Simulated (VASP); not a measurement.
# SiC (F-43m) in VASP: a series of runs, part 2 of 2

VASP 6.6.1. Earlier steps stand in the parts before.

### Step 3. Single point, r2SCAN

This run uses another cell than the first one, of 10.16 Å³/atom.

Contents of POSCAR:

```
SiC
1.0
    2.1657148390      2.1657148390      0.0000000000
   -2.1657148390      2.1657148390      0.0000000000
    0.0000000000      2.1657148390      2.1657148390
Si C
1 1
Direct
    0.0000000000      0.0000000000      0.0000000000
    0.7500000000      0.2500000000      0.5000000000
```

Contents of INCAR.step1:

```
SYSTEM = SiC
PREC = Accurate ; ENCUT = 520
ISMEAR = 0 ; SIGMA = 0.01
LREAL = .False. ; LASPH = .True.
NELM = 80 ; NBANDS = 11
GGA = PE ; ALGO = Normal
EDIFF = 1E-4 ; LWAVE = .True.
LCHARG = .False.
```

Contents of INCAR.step2:

```
SYSTEM = SiC
PREC = Accurate ; ENCUT = 520
EDIFF = 1E-6 ; ISMEAR = 0
SIGMA = 0.01 ; LREAL = .False.
LASPH = .True. ; NELM = 80
ALGO = Normal ; ISIF = 2
LWAVE = .False. ; LCHARG = .True.
METAGGA = R2SCAN ; LMIXTAU = .True.
LELF = .True. ; LVHAR = .True.
NBANDS = 11 ; ISTART = 1
```

Contents of KPOINTS:

```
Automatic mesh
0
Gamma
  10 10 10
  0 0 0
```

Potentials or basis: VASP PAW PBE potentials, release 64 (Si, C).

The run is started by

```console
$ cat potpaw_PBE.64/Si/POTCAR potpaw_PBE.64/C/POTCAR > POTCAR
$ cp INCAR.step1 INCAR
$ mpirun -np 1 vasp_std > vasp.out
$ cp INCAR.step2 INCAR
$ mpirun -np 1 vasp_std > vasp.out
```

OUTCAR:

```text
SYSTEM = SiC
   PREC = Accurate
   ENCUT = 520
   EDIFF = 1E-6
   ISMEAR = 0
   LREAL = .False.
   LASPH = .True.
   NELM = 80
   ISIF = 2
   METAGGA = R2SCAN
   ISTART = 1

 ion  position               nearest neighbor table
   1  0.000  0.000  0.000-   2 1.88   2 1.88   2 1.88   2 1.88
   2  0.750  0.250  0.500-   1 1.88   1 1.88   1 1.88   1 1.88

  LATTYP: Found a face centered cubic cell.
 ALAT       =     4.3314296780

  Lattice vectors:

 A1 = (   0.0000000000,   2.1657148390,   2.1657148390)
 A2 = (   2.1657148390,   0.0000000000,   2.1657148390)
 A3 = (   2.1657148390,   2.1657148390,   0.0000000000)

Analysis of symmetry for initial positions (statically):
=====================================================================
 Subroutine PRICEL returns:
 Original cell was already a primitive cell.

 Routine SETGRP: Setting up the symmetry group for a
 face centered cubic supercell.

 Subroutine GETGRP returns: Found 24 space group operations
 (whereof 24 operations were pure point group operations)
 out of a pool of 48 trial point group operations.

The static configuration has the point symmetry T_d .

Analysis of symmetry for dynamics (positions and initial velocities):
=====================================================================
 Subroutine PRICEL returns:
 Original cell was already a primitive cell.

 Routine SETGRP: Setting up the symmetry group for a
 face centered cubic supercell.

 Subroutine GETGRP returns: Found 24 space group operations
 (whereof 24 operations were pure point group operations)
 out of a pool of 48 trial point group operations.

The dynamic configuration has the point symmetry T_d .

 Subroutine INISYM returns: Found 24 space group operations
 (whereof 24 operations are pure point group operations),
 and found     1 'primitive' translations

----------------------------------------------------------------------------------------

                                     Primitive cell

  volume of cell :      20.3158
[... 112 lines left out ...]
  Thomas-Fermi vector in A             =   2.335791
   LORBIT       =      0    0 simple, 1 ext, 2 COOP (PROOUT), +10 PAW based schemes
   METAGGA = R2SCAN    functional components
   LHFCALC =     F    Hartree Fock is set to
   AEXX    =    0.0000 exact exchange contribution
   IVDW    =     0    specifies the selected vdW correction
   LEPSILON=     F    determine dielectric tensor
   LRPA    =     F    only Hartree local field effects (RPA)
 non-spin polarized calculation
 Gauss-broadening in eV      SIGMA  =   0.01
  energy-cutoff  :      520.00
  volume of cell :       20.32
 maximum number of plane-waves:       568
   NGX = 11   NGY = 11   NGZ = 11

 number of electron       8.0000000 magnetization

 Free energy of the ion-electron system (eV)
  ---------------------------------------------------
  ext. energy  EPLUGINS =         0.00000000
  ---------------------------------------------------
  free energy    TOTEN  =       -19.32287159 eV

  energy without entropy =      -19.32287159  energy(sigma->0) =      -19.32287159

 E-fermi :   8.2934     XC(G=0): -12.0169

 val. band max:        8.1882991826   @ k =   0.0000   0.0000   0.0000
 cond. band min:       9.9013691103   @ k =   0.5000   0.5000   0.0000
 fundamental gap:      1.7130699277
 Fermi energy:         8.2933703832

 k-point     1 :       0.0000    0.0000    0.0000
  band No.  band energies     occupation
      1      -8.1380      2.00000
      2       8.1883      2.00000
      3       8.1883      2.00000
      4       8.1883      2.00000
      5      15.2538      0.00000
      6      16.1754      0.00000
      7      16.1754      0.00000
      8      16.1754      0.00000
      9      23.5106      0.00000
     10      23.5106      0.00000
     11      26.2562      0.00000
[... 309 lines left out ...]
 k-point    24 :       0.4000    0.3000    0.0000
  band No.  band energies     occupation
      1      -3.2785      2.00000
      2       0.5483      2.00000
      3       2.7129      2.00000
      4       5.7506      2.00000
      5      12.3030      0.00000
      6      17.7304      0.00000
      7      19.9957      0.00000
      8      20.7051      0.00000
      9      22.6431      0.00000
     10      24.7321      0.00000
     11      31.2336      0.00000

 [... further k-points ...]
[... 5 lines left out ...]
  --------------------------------------------------------------------------------------
  -------------------------------------------------------------------------------------
  Total        0.4871086      0.4871086      0.4871086     -0.0000000     -0.0000000      0.0000000
  in kB       38.4151532     38.4151532     38.4151532     -0.0000000     -0.0000000      0.0000000
  external PRESSURE =      38.4151532 kB  Pullay stress =       0.0000000 kB

 VOLUME and BASIS-vectors are now :
 -----------------------------------------------------------------------------
  energy-cutoff  :      520.00
  volume of cell :       20.32
      direct lattice vectors                 reciprocal lattice vectors
     2.165714839  2.165714839  0.000000000     0.230870653  0.230870653 -0.230870653
    -2.165714839  2.165714839  0.000000000    -0.230870653  0.230870653 -0.230870653
     0.000000000  2.165714839  2.165714839     0.000000000  0.000000000  0.461741307

 POSITION                                       TOTAL-FORCE (eV/Angst)
 -----------------------------------------------------------------------------------
      0.00000      0.00000      0.00000         0.000000     -0.000000      0.000000
      1.08286      3.24857      1.08286        -0.000000      0.000000      0.000000
 -----------------------------------------------------------------------------------
    total drift:                                0.000001      0.000000     -0.000000

  FREE ENERGIE OF THE ION-ELECTRON SYSTEM (eV)
  ---------------------------------------------------
  free  energy   TOTEN  =       -19.3228715868 eV

  energy  without entropy=      -19.3228715868  energy(sigma->0) =      -19.32287159
```

OUTCAR.step1:

```text
SYSTEM = SiC
   PREC = Accurate
   ENCUT = 520
   ISMEAR = 0
   LREAL = .False.
   LASPH = .True.
[... 557 lines left out ...]
      0.00000      0.00000      0.00000         0.000000     -0.000000     -0.000000
      1.08286      3.24857      1.08286        -0.000000      0.000000      0.000000
 -----------------------------------------------------------------------------------
    total drift:                                0.000000      0.000000     -0.000000

  FREE ENERGIE OF THE ION-ELECTRON SYSTEM (eV)
  ---------------------------------------------------
  free  energy   TOTEN  =       -15.0451180360 eV

  energy  without entropy=      -15.0451180360  energy(sigma->0) =      -15.04511804
```

OSZICAR.step1:

```text
N       E                     dE             d eps       ncg     rms          rms(c)
DAV:   1     0.462899717586E+01    0.46290E+01   -0.39406E+03  1069   0.618E+02
DAV:   2    -0.162833742190E+02   -0.20912E+02   -0.19983E+02  1293   0.111E+02
DAV:   3    -0.169494516278E+02   -0.66608E+00   -0.66488E+00  1279   0.168E+01
DAV:   4    -0.169519319842E+02   -0.24804E-02   -0.24802E-02  1186   0.130E+00
DAV:   5    -0.169519424107E+02   -0.10426E-04   -0.10426E-04  1276   0.803E-02    0.900E+00
DAV:   6    -0.151081854481E+02    0.18438E+01   -0.65239E+00  1145   0.115E+01    0.401E+00
DAV:   7    -0.150527900115E+02    0.55395E-01   -0.40885E-01  1229   0.364E+00    0.182E+00
DAV:   8    -0.150449084936E+02    0.78815E-02   -0.20662E-02  1169   0.957E-01    0.171E-01
DAV:   9    -0.150450089822E+02   -0.10049E-03   -0.16139E-03  1269   0.230E-01    0.114E-01
DAV:  10    -0.150451161157E+02   -0.10713E-03   -0.22975E-04  1135   0.927E-02    0.264E-02
DAV:  11    -0.150451180360E+02   -0.19203E-05   -0.38362E-05   604   0.331E-02
   1 F= -.15045118E+02 E0= -.15045118E+02  d E =-.650112E-40
```

Wall time 59 s (1 thread of Intel Xeon 8259CL, shared host); peak memory 0.14 GiB.

What came out:

| Item | Value |
| --- | --- |
| Free energy | -19.3229 eV |
| Pressure | 3.8 GPa |
| Band gap on the k mesh | 1.71 eV (least direct gap 5.08 eV) |

Caveat: the cell stands under pressure; the PAW data sets were made with another functional, which shifts forces and pressure a little. A k mesh can miss the band edges.

### Step 4. Single point, r2SCAN

This run uses another cell than the first one, of 10.04 Å³/atom.

Contents of POSCAR:

```
SiC
1.0
    2.1571061891      2.1571061891      0.0000000000
   -2.1571061891      2.1571061891      0.0000000000
    0.0000000000      2.1571061891      2.1571061891
Si C
1 1
Direct
    0.0000000000      0.0000000000      0.0000000000
    0.7500000000      0.2500000000      0.5000000000
```

Contents of INCAR.step1:

```
  PREC = Accurate
  ENCUT = 520
  ISMEAR = 0
  SIGMA = 0.01
  LREAL = F
  LASPH = T
  NELM = 80
  NBANDS = 11
  GGA = PE
  ALGO = Normal
  EDIFF = 1E-4
  LWAVE = T
  LCHARG = F
```

Contents of INCAR.step2:

```
  PREC = Accurate
  ENCUT = 520
  EDIFF = 1E-6
  ISMEAR = 0
  SIGMA = 0.01
  LREAL = F
  LASPH = T
  NELM = 80
  ALGO = Normal
  ISIF = 2
  LWAVE = F
  LCHARG = F
  METAGGA = R2SCAN
  LMIXTAU = T
  NBANDS = 11
  ISTART = 1
```

Contents of KPOINTS:

```
Automatic mesh
0
Gamma
  10 10 10
```

The run is started by

```console
$ cat potpaw_PBE.64/Si/POTCAR potpaw_PBE.64/C/POTCAR > POTCAR
$ cp INCAR.step1 INCAR
$ mpirun -np 1 vasp_std > vasp.out
$ cp INCAR.step2 INCAR
$ mpirun -np 1 vasp_std > vasp.out
```

Wall time 61 s (1 thread of Intel Xeon 8259CL, shared host); peak memory 0.14 GiB.

The run converged. Its results:

```
Free energy            : -19.3148 eV
Pressure               : 6.8 GPa
Band gap on the k mesh : 1.71 eV (least direct gap 5.10 eV)
```

Levels at points of the mesh, in eV from the valence-band top:
| k point | band 2 | band 3 | band 4 | band 5 | band 6 | band 7 |
| --- | --- | --- | --- | --- | --- | --- |
| (0.00, 0.00, 0.00) | 0.00 | 0.00 | 0.00 | 7.22 | 8.08 | 8.08 |
| (0.50, 0.00, 0.00) | -8.99 | -1.11 | -1.11 | 6.29 | 7.89 | 7.89 |
| (0.50, 0.50, 0.00) | -8.15 | -3.39 | -3.39 | 1.71 | 4.94 | 15.51 |

Caveat: the cell stands under pressure; the PAW data sets were made with another functional, which shifts forces and pressure a little. A k mesh can miss the band edges.

### Step 5. Single point, r2SCAN

This run uses another cell than the first one, of 10.04 Å³/atom.

POSCAR is that of step 4.

Contents of INCAR.step1:

```
SYSTEM = SiC
PREC = Accurate ; ENCUT = 520
ISMEAR = 0 ; SIGMA = 0.01
LREAL = .False. ; LASPH = .True.
NELM = 60 ; NBANDS = 11
GGA = PE ; ALGO = Normal
EDIFF = 1E-4 ; LWAVE = .True.
LCHARG = .False.
```

Contents of INCAR.step2:

```
SYSTEM = SiC
PREC = Accurate ; ENCUT = 520
EDIFF = 1E-6 ; ISMEAR = 0
SIGMA = 0.01 ; LREAL = .False.
LASPH = .True. ; NELM = 60
ALGO = Normal ; ISIF = 2
LWAVE = .False. ; LCHARG = .True.
METAGGA = R2SCAN ; LMIXTAU = .True.
LELF = .True. ; LVHAR = .True.
NBANDS = 11 ; ISTART = 1
```

Contents of KPOINTS:

```
regular mesh
0
Gamma
  10 10 10
  0 0 0
```

The run is started by

```console
$ cat potpaw_PBE.64/Si/POTCAR potpaw_PBE.64/C/POTCAR > POTCAR
$ cp INCAR.step1 INCAR
$ mpirun -np 1 vasp_std > vasp.out
$ cp INCAR.step2 INCAR
$ mpirun -np 1 vasp_std > vasp.out
```

Run time: 59 s. Hardware: 1 thread of Intel Xeon 8259CL, shared host; peak memory 0.14 GiB.

It converged, with:

| Item | Value |
| --- | --- |
| Free energy | -19.3148 eV |
| Pressure | 6.8 GPa |
| Band gap on the k mesh | 1.71 eV (least direct gap 5.10 eV) |

Levels at points of the mesh, in eV from the valence-band top:
| k point | band 2 | band 3 | band 4 | band 5 | band 6 | band 7 |
| --- | --- | --- | --- | --- | --- | --- |
| (0.00, 0.00, 0.00) | 0.00 | 0.00 | 0.00 | 7.22 | 8.08 | 8.08 |
| (0.50, 0.00, 0.00) | -8.99 | -1.11 | -1.11 | 6.29 | 7.89 | 7.89 |
| (0.50, 0.50, 0.00) | -8.15 | -3.39 | -3.39 | 1.71 | 4.94 | 15.51 |

Caveat: the cell stands under pressure; the PAW data sets were made with another functional, which shifts forces and pressure a little. A k mesh can miss the band edges.

### Step 6. Single point, r2SCAN

This run uses another cell than the first one, of 10.43 Å³/atom.

Contents of POSCAR:

```
SiC
1.0
    2.1846316754      2.1846316754      0.0000000000
   -2.1846316754      2.1846316754      0.0000000000
    0.0000000000      2.1846316754      2.1846316754
Si C
1 1
Direct
    0.0000000000      0.0000000000      0.0000000000
    0.7500000000      0.2500000000      0.5000000000
```

Contents of INCAR.step1:

```
  PREC = Accurate
  ENCUT = 520
  ISMEAR = 0
  SIGMA = 0.01
  LREAL = False
  LASPH = True
  NELM = 80
  NBANDS = 11
  GGA = PE
  ALGO = Normal
  EDIFF = 1E-4
  LWAVE = True
  LCHARG = False
```

Contents of INCAR.step2:

```
  PREC = Accurate
  ENCUT = 520
  EDIFF = 1E-6
  ISMEAR = 0
  SIGMA = 0.01
  LREAL = False
  LASPH = True
  NELM = 80
  ALGO = Normal
  ISIF = 2
  LWAVE = False
  LCHARG = False
  METAGGA = R2SCAN
  LMIXTAU = True
  NBANDS = 11
  ISTART = 1
```

Contents of KPOINTS:

```
Automatic mesh
0
Gamma
  10 10 10
```

Potentials or basis: VASP PAW PBE potentials, release 64 (Si, C).

The run is started by

```console
$ cat potpaw_PBE.64/Si/POTCAR potpaw_PBE.64/C/POTCAR > POTCAR
$ cp INCAR.step1 INCAR
$ mpirun -np 1 vasp_std > vasp.out
$ cp INCAR.step2 INCAR
$ mpirun -np 1 vasp_std > vasp.out
```

It took 46 s on 1 thread of Intel Xeon 8259CL, shared host; peak memory 0.14 GiB.

It converged, with:

- Free energy: -19.3257 eV
- Pressure: -2.2 GPa
- Band gap on the k mesh: 1.73 eV (least direct gap 5.05 eV)

Levels at points of the mesh, in eV from the valence-band top:
```
           k point  band 1  band 2  band 3  band 4  band 5  band 6  band 7  band 8  band 9
(0.00, 0.00, 0.00)  -16.12    0.00    0.00    0.00    6.74    7.79    7.79    7.79   15.16
(0.50, 0.00, 0.00)  -12.52   -8.78   -1.11   -1.10    5.92    7.72    7.72   10.91   17.31
(0.50, 0.50, 0.00)  -11.07   -8.03   -3.32   -3.32    1.73    4.79   15.03   15.03   15.88
```

Caveat: the PAW data sets were made with another functional, which shifts forces and pressure a little. A k mesh can miss the band edges.

### Step 7. Summary

```csv
cell,gap on the mesh (eV),pressure (GPa)
"a = 3.071 Å, angles 60.0, 60.0, 90.0°, 2 atoms",1.72,1.8
"a = 3.063 Å, angles 60.0, 60.0, 90.0°, 2 atoms",1.71,3.8
"a = 3.051 Å, angles 60.0, 60.0, 90.0°, 2 atoms",1.71,6.8
"a = 3.090 Å, angles 60.0, 60.0, 90.0°, 2 atoms",1.73,-2.2
```

Alike in all rows: task single point; level r2SCAN; potentials or basis VASP PAW PBE potentials, release 64 (Si, C); no spin polarisation; k mesh 10 × 10 × 10; cutoff (eV) 520; smearing gaussian 0.01 eV.

Caveats: the PAW data sets were made with another functional, which shifts forces and pressure a little; the cell stands under pressure (at least some runs).

Total energies depend on the potentials used, so only differences within one code and one set of settings carry meaning.
